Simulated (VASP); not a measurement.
# Ti4C (Pm-3m) in VASP: further runs, part 2 of 2

VASP 6.6.1.

## 5. Single point, PBE

This run uses another cell than the first one, of 15.13 Å³/atom.

Contents of INCAR:

```
SYSTEM = Ti4C
  ALGO = Normal
  EDIFF = 1E-7
  ENCUT = 520
  GGA = PE
  ISIF = 2
  ISMEAR = 0
  LASPH = .TRUE.
  LCHARG = .TRUE.
  LELF = .TRUE.
  LREAL = .FALSE.
  LVHAR = .TRUE.
  LWAVE = .FALSE.
  NBANDS = 34
  NELM = 80
  PREC = Accurate
  SIGMA = 0.1
```

Contents of KPOINTS:

```
k-points
0
G
  10 10 10
  0 0 0
```

Contents of POSCAR:

```
Ti4C
1.0
    4.2290213834      0.0000000000      0.0000000000
    0.0000000000      4.2290213834      0.0000000000
    0.0000000000      0.0000000000      4.2290213834
Ti C
4 1
Direct
    0.0000000000      0.0000000000      0.0000000000
    0.5000000000      0.5000000000      0.0000000000
    0.5000000000      0.0000000000      0.5000000000
    0.0000000000      0.5000000000      0.5000000000
    0.5000000000      0.5000000000      0.5000000000
```

Potentials or basis: VASP PAW PBE potentials, release 64 (Ti_sv, C).

Run with:

```bash
cat potpaw_PBE.64/Ti_sv/POTCAR potpaw_PBE.64/C/POTCAR > POTCAR
mpirun -np 1 vasp_std > vasp.out
```

OUTCAR:

```text
SYSTEM = Ti4C
   EDIFF = 1E-7
   ENCUT = 520
   GGA = PE
   ISIF = 2
   ISMEAR = 0
   LASPH = .TRUE.
   LREAL = .FALSE.
   NELM = 80
   PREC = Accurate

 ion  position               nearest neighbor table
   1  0.000  0.000  0.000-
   2  0.500  0.500  0.000-   5 2.11   5 2.11
   3  0.500  0.000  0.500-   5 2.11   5 2.11
   4  0.000  0.500  0.500-   5 2.11   5 2.11
   5  0.500  0.500  0.500-   2 2.11   3 2.11   4 2.11   2 2.11   3 2.11   4 2.11

  LATTYP: Found a simple cubic cell.
 ALAT       =     4.2290213834

  Lattice vectors:

 A1 = (   4.2290213834,   0.0000000000,   0.0000000000)
 A2 = (   0.0000000000,   4.2290213834,   0.0000000000)
 A3 = (   0.0000000000,   0.0000000000,   4.2290213834)

Analysis of symmetry for initial positions (statically):
=====================================================================
 Subroutine PRICEL returns:
 Original cell was already a primitive cell.

 Routine SETGRP: Setting up the symmetry group for a
 simple cubic supercell.

 Subroutine GETGRP returns: Found 48 space group operations
 (whereof 48 operations were pure point group operations)
 out of a pool of 48 trial point group operations.

The static configuration has the point symmetry O_h .

Analysis of symmetry for dynamics (positions and initial velocities):
=====================================================================
 Subroutine PRICEL returns:
 Original cell was already a primitive cell.

 Routine SETGRP: Setting up the symmetry group for a
 simple cubic supercell.

 Subroutine GETGRP returns: Found 48 space group operations
 (whereof 48 operations were pure point group operations)
 out of a pool of 48 trial point group operations.

The dynamic configuration has the point symmetry O_h .

 Subroutine INISYM returns: Found 48 space group operations
 (whereof 48 operations are pure point group operations),
 and found     1 'primitive' translations
[... 114 lines left out ...]
   EMIN   =  10.00;   EMAX   =-10.00  energy-range for DOS
   EFERMI =   0.00;   METHOD = LEGACY
   ISMEAR =     0;   SIGMA  =   0.10  broadening in eV -4-tet -1-fermi 0-gaus
   EFERMI_NEDOS =   21; number of points for ismear=-14 and -15
   IALGO  =     38    algorithm
   IMIX   =      4    mixing-type and parameters
     AMIX     =   0.40;   BMIX     =  1.00
     AMIX_MAG =   1.60;   BMIX_MAG =  1.00
  volume/ion in A,a.u.               =      15.13       102.08
  Fermi-wavevector in a.u.,A,eV,Ry     =   1.444894  2.730454 28.405147  2.087719
  Thomas-Fermi vector in A             =   2.563138
   LORBIT       =      0    0 simple, 1 ext, 2 COOP (PROOUT), +10 PAW based schemes
   GGA     = PE    functional components
   LHFCALC =     F    Hartree Fock is set to
   AEXX    =    0.0000 exact exchange contribution
   IVDW    =     0    specifies the selected vdW correction
   LEPSILON=     F    determine dielectric tensor
   LRPA    =     F    only Hartree local field effects (RPA)
 non-spin polarized calculation
 Gauss-broadening in eV      SIGMA  =   0.10
  energy-cutoff  :      520.00
  volume of cell :       75.63
 maximum number of plane-waves:      2052
 NGX is ok and might be reduce to    32
   NGX = 15   NGY = 15   NGZ = 15

 number of electron      51.9999982 magnetization

 Free energy of the ion-electron system (eV)
  ---------------------------------------------------
  ext. energy  EPLUGINS =         0.00000000
  ---------------------------------------------------
  free energy    TOTEN  =       -41.90246931 eV

  energy without entropy =      -41.85918815  energy(sigma->0) =      -41.88082873

 E-fermi :   7.9006     XC(G=0): -11.5935

 val. band max:        7.8982324188   @ k =   0.4000   0.4000   0.0000
 cond. band min:       7.9084138192   @ k =   0.4000   0.3000   0.2000
 fundamental gap:      0.0101814004
 Fermi energy:         7.9006367064

 k-point     1 :       0.0000    0.0000    0.0000
  band No.  band energies     occupation
      1     -48.7750      2.00000
      2     -48.5247      2.00000
      3     -48.4428      2.00000
      4     -48.4428      2.00000
      5     -25.1288      2.00000
      6     -25.1288      2.00000
[... 877 lines left out ...]
     33      10.4780      0.00000
     34      10.4832      0.00000

 [... further k-points ...]
[... 5 lines left out ...]
  --------------------------------------------------------------------------------------
  -------------------------------------------------------------------------------------
  Total       -0.0394926     -0.0394926     -0.0394926      0.0000000      0.0000000     -0.0000000
  in kB       -0.8365781     -0.8365781     -0.8365781      0.0000000      0.0000000     -0.0000000
  external PRESSURE =      -0.8365781 kB  Pullay stress =       0.0000000 kB

 VOLUME and BASIS-vectors are now :
 -----------------------------------------------------------------------------
  energy-cutoff  :      520.00
  volume of cell :       75.63
      direct lattice vectors                 reciprocal lattice vectors
     4.229021383  0.000000000  0.000000000     0.236461325  0.000000000  0.000000000
     0.000000000  4.229021383  0.000000000     0.000000000  0.236461325  0.000000000
     0.000000000  0.000000000  4.229021383     0.000000000  0.000000000  0.236461325

 POSITION                                       TOTAL-FORCE (eV/Angst)
 -----------------------------------------------------------------------------------
      0.00000      0.00000      0.00000         0.000000      0.000000      0.000000
      2.11451      2.11451      0.00000         0.000000      0.000000      0.000000
      2.11451      0.00000      2.11451         0.000000      0.000000      0.000000
      0.00000      2.11451      2.11451         0.000000      0.000000      0.000000
      2.11451      2.11451      2.11451         0.000000      0.000000      0.000000
 -----------------------------------------------------------------------------------
    total drift:                                0.000000     -0.000000     -0.000000

  FREE ENERGIE OF THE ION-ELECTRON SYSTEM (eV)
  ---------------------------------------------------
  free  energy   TOTEN  =       -41.9024693061 eV

  energy  without entropy=      -41.8591881457  energy(sigma->0) =      -41.88082873
```

stdout:

```text
POSCAR found type information on POSCAR TiC
 POSCAR found :  2 types and       5 ions
 scaLAPACK will be used
 LDA part: xc-table for (Slater+PW92), standard interpolation
 POSCAR, INCAR and KPOINTS ok, starting setup
 FFT: planning ... GRIDC
 FFT: planning ... GRID_SOFT
 FFT: planning ... GRID
 WAVECAR not read
 entering main loop
```

Wall time 3.5 min (1 thread of Intel Xeon 8259CL, shared host); peak memory 0.25 GiB.

Results:

```yaml
Free_energy: -41.9025 eV
Pressure: -0.1 GPa
Band_gap_on_the_k_mesh: zero (bands 26 and 27 overlap by 0.79 eV)
```

Levels at points of the mesh, in eV from the Fermi level:
| k point | band 22 | band 23 | band 24 | band 25 | band 26 | band 27 | band 28 | band 29 | band 30 | band 31 |
| --- | --- | --- | --- | --- | --- | --- | --- | --- | --- | --- |
| (0.00, 0.00, 0.00) | -1.38 | -1.38 | -1.14 | -1.14 | -1.14 | 0.99 | 0.99 | 0.99 | 2.34 | 2.34 |
| (0.50, 0.00, 0.00) | -2.08 | -1.15 | -0.39 | -0.28 | -0.21 | -0.21 | 1.30 | 1.36 | 1.36 | 1.66 |
| (0.50, 0.50, 0.00) | -0.80 | -0.80 | -0.48 | -0.17 | -0.17 | -0.05 | 0.21 | 0.99 | 0.99 | 1.67 |
| (0.50, 0.50, 0.50) | -0.55 | -0.55 | -0.55 | 0.58 | 0.58 | 0.58 | 0.90 | 0.90 | 1.01 | 1.01 |

## 6. Single point, PBE, collinear spin

This run uses another cell than the first one, of 15.10 Å³/atom.

Contents of INCAR:

```
SYSTEM = Ti4C
  PREC = Accurate
  ENCUT = 520
  EDIFF = 1E-6
  ISMEAR = 0
  SIGMA = 0.1
  LREAL = .False.
  LASPH = .True.
  NELM = 150
  ALGO = Normal
  ISIF = 2
  LWAVE = .False.
  LCHARG = .False.
  ISPIN = 2
  MAGMOM = 1 1 1 1 0
  LORBIT = 11
  LMAXMIX = 4
  GGA = PE
  NBANDS = 38
```

Contents of KPOINTS:

```
regular mesh
0
Gamma
  4 4 4
  0 0 0
```

Changes to POSCAR since step 5:

```diff
@@ -2,5 +2,5 @@
 1.0
-    4.2290213834      0.0000000000      0.0000000000
-    0.0000000000      4.2290213834      0.0000000000
-    0.0000000000      0.0000000000      4.2290213834
+    4.2268529551      0.0000000000      0.0000000000
+    0.0000000000      4.2268529551      0.0000000000
+    0.0000000000      0.0000000000      4.2268529551
 Ti C
```

Potentials or basis: VASP PAW PBE potentials, release 64 (Ti_sv, C).

Run with:

```bash
cat potpaw_PBE.64/Ti_sv/POTCAR potpaw_PBE.64/C/POTCAR > POTCAR
mpirun -np 1 vasp_std > vasp.out
```

OUTCAR:

```text
SYSTEM = Ti4C
   PREC = Accurate
   ENCUT = 520
   EDIFF = 1E-6
   ISMEAR = 0
   LREAL = .False.
   LASPH = .True.
   NELM = 150
   ISIF = 2
   ISPIN = 2
   LORBIT = 11
   GGA = PE

 ion  position               nearest neighbor table
   1  0.000  0.000  0.000-
   2  0.500  0.500  0.000-   5 2.11   5 2.11
   3  0.500  0.000  0.500-   5 2.11   5 2.11
   4  0.000  0.500  0.500-   5 2.11   5 2.11
   5  0.500  0.500  0.500-   2 2.11   3 2.11   4 2.11   2 2.11   3 2.11   4 2.11

  LATTYP: Found a simple cubic cell.
 ALAT       =     4.2268529551

  Lattice vectors:

 A1 = (   4.2268529551,   0.0000000000,   0.0000000000)
[... 1032 lines left out ...]
     0.000000000  0.000000000  4.226852955     0.000000000  0.000000000  0.236582633

 POSITION                                       TOTAL-FORCE (eV/Angst)
 -----------------------------------------------------------------------------------
      0.00000      0.00000      0.00000         0.000000      0.000000      0.000000
      2.11343      2.11343      0.00000         0.000000      0.000000      0.000000
      2.11343      0.00000      2.11343         0.000000      0.000000      0.000000
      0.00000      2.11343      2.11343         0.000000      0.000000      0.000000
      2.11343      2.11343      2.11343         0.000000      0.000000      0.000000
 -----------------------------------------------------------------------------------
    total drift:                                0.000000     -0.000000     -0.000000

  FREE ENERGIE OF THE ION-ELECTRON SYSTEM (eV)
  ---------------------------------------------------
  free  energy   TOTEN  =       -41.9385002846 eV

  energy  without entropy=      -41.9073900301  energy(sigma->0) =      -41.92294516

 total charge

# of ion       s       p       d       tot
------------------------------------------
    1        2.232   6.116   1.809  10.157
    2        2.216   6.174   1.907  10.297
    3        2.216   6.174   1.907  10.297
    4        2.216   6.174   1.907  10.297
    5        0.899   1.543   0.000   2.442
--------------------------------------------------
tot          9.779  26.179   7.530  43.488

 magnetization (x)

# of ion       s       p       d       tot
------------------------------------------
    1        0.000   0.000   0.001   0.001
    2        0.000   0.000   0.000   0.000
    3        0.000   0.000   0.000   0.000
    4        0.000   0.000   0.000   0.000
    5       -0.000  -0.000   0.000  -0.000
--------------------------------------------------
tot          0.000   0.000   0.001   0.001
```

OSZICAR:

```text
N       E                     dE             d eps       ncg     rms          rms(c)
DAV:   1     0.687524321139E+03    0.68752E+03   -0.25328E+04  1528   0.168E+03
DAV:   2     0.408695415220E+02   -0.64665E+03   -0.62730E+03  1520   0.518E+02
DAV:   3    -0.437966543626E+02   -0.84666E+02   -0.82335E+02  2364   0.164E+02
[... 11 lines left out ...]
DAV:  15    -0.419384243138E+02   -0.22914E-03   -0.54390E-04  2162   0.144E-01    0.544E-02
DAV:  16    -0.419384597898E+02   -0.35476E-04   -0.72269E-05  2068   0.521E-02    0.418E-02
DAV:  17    -0.419384763223E+02   -0.16533E-04   -0.51884E-05  1980   0.410E-02    0.232E-02
DAV:  18    -0.419384951745E+02   -0.18852E-04   -0.95123E-05  2102   0.508E-02    0.722E-03
DAV:  19    -0.419384998855E+02   -0.47110E-05   -0.20876E-05  2184   0.218E-02    0.605E-03
DAV:  20    -0.419385002846E+02   -0.39912E-06   -0.25400E-06  1354   0.904E-03
   1 F= -.41938500E+02 E0= -.41922945E+02  d E =-.311103E-01  mag=     0.0012
```

Run time: 2.4 min. Hardware: 1 thread of Intel Xeon 8259CL, shared host; peak memory 0.22 GiB.

Results:

- Free energy: -41.9385 eV
- Pressure: -0.1 GPa
- Band gap on the k mesh: zero (filled and empty bands overlap)
- Net moment: 0.00 μB per cell
- Valence electrons inside the program's atomic spheres: Ti 10.16, 10.30 (each value once); C 2.44

Caveat: the k points lie up to 0.37 Å⁻¹ apart, too coarse for converged energies and pressures of a metal.

## 7. Relaxation of cell and atoms, PBE

This run uses another cell than the first one, of 15.10 Å³/atom.

Contents of INCAR:

```
SYSTEM = Ti4C
ALGO = Normal
EDIFF = 1E-6
EDIFFG = -0.01
ENCUT = 600
GGA = PE
IBRION = 2
ISIF = 3
ISMEAR = 0
LASPH = .TRUE.
LCHARG = .FALSE.
LREAL = .FALSE.
LWAVE = .FALSE.
NELM = 100
NSW = 100
PREC = Accurate
SIGMA = 0.1
```

Contents of KPOINTS:

```
k-points
0
G
  10 10 10
  0 0 0
```

POSCAR is that of step 6.

Run with:

```bash
cat potpaw_PBE.64/Ti_sv/POTCAR potpaw_PBE.64/C/POTCAR > POTCAR
mpirun -np 1 vasp_std > vasp.out
```

It took 9.8 min on 1 thread of Intel Xeon 8259CL, shared host; peak memory 0.3 GiB.

The run converged. Its results:

| Item | Value |
| --- | --- |
| Free energy | -41.9024 eV |
| Relaxed volume | 15.11 Å³/atom |
| Relaxed cell | a = 4.228 Å, b = 4.228 Å, c = 4.228 Å, α = 90.00°, β = 90.00°, γ = 90.00° |
| Space group after relaxing (to 0.1 Å) | Pm-3m (No. 221) |
| Energy gained by relaxing | 0.0 meV/atom |
| Ionic steps | 3 |
| Pressure after relaxing | 0.0 GPa |
| Band gap on the k mesh | zero (bands 26 and 27 overlap by 0.79 eV) |

Final structure:
```
Ti C
1.0
     4.22790    0.00000    0.00000
     0.00000    4.22790    0.00000
     0.00000    0.00000    4.22790
Ti C
4 1
Direct
  0.00000 0.00000 0.00000
  0.50000 0.50000 0.00000
  0.50000 0.00000 0.50000
  0.00000 0.50000 0.50000
  0.50000 0.50000 0.50000
```

Levels at points of the mesh, in eV from the Fermi level:
| k point | band 22 | band 23 | band 24 | band 25 | band 26 | band 27 | band 28 | band 29 | band 30 | band 31 |
| --- | --- | --- | --- | --- | --- | --- | --- | --- | --- | --- |
| (0.00, 0.00, 0.00) | -1.39 | -1.39 | -1.14 | -1.14 | -1.14 | 0.99 | 0.99 | 0.99 | 2.34 | 2.34 |
| (0.50, 0.00, 0.00) | -2.08 | -1.15 | -0.39 | -0.28 | -0.21 | -0.21 | 1.30 | 1.36 | 1.36 | 1.66 |
| (0.50, 0.50, 0.00) | -0.80 | -0.80 | -0.48 | -0.17 | -0.17 | -0.05 | 0.21 | 0.99 | 0.99 | 1.67 |
| (0.50, 0.50, 0.50) | -0.55 | -0.55 | -0.55 | 0.58 | 0.58 | 0.58 | 0.90 | 0.90 | 1.02 | 1.02 |

## 8. Overview

```csv
task,spin,cell,k mesh,cutoff (eV),gap on the mesh (eV),pressure (GPa),relaxed volume (Å³/atom)
single point,off,"a = 4.141 Å, 5 atoms",4 × 4 × 4,520,none,10.1,-
single point,off,"a = 4.227 Å, 5 atoms",4 × 4 × 4,520,none,-0.1,-
relaxation of cell and atoms,off,"relaxed from a = 4.141 Å, 5 atoms",4 × 4 × 4,600,none,-0.1,15.10
single point,off,"a = 4.229 Å, 5 atoms",10 × 10 × 10,520,none,-0.1,-
single point,collinear,"a = 4.227 Å, 5 atoms",4 × 4 × 4,520,none,-0.1,-
relaxation of cell and atoms,off,"relaxed from a = 4.227 Å, 5 atoms",10 × 10 × 10,600,none,0.0,15.11
```

Alike in all rows: level PBE; potentials or basis VASP PAW PBE potentials, release 64 (Ti_sv, C); smearing gaussian 0.1 eV.

Caveats: some runs use coarse meshes.

Absolute energies hang on the potentials; compare differences alone.
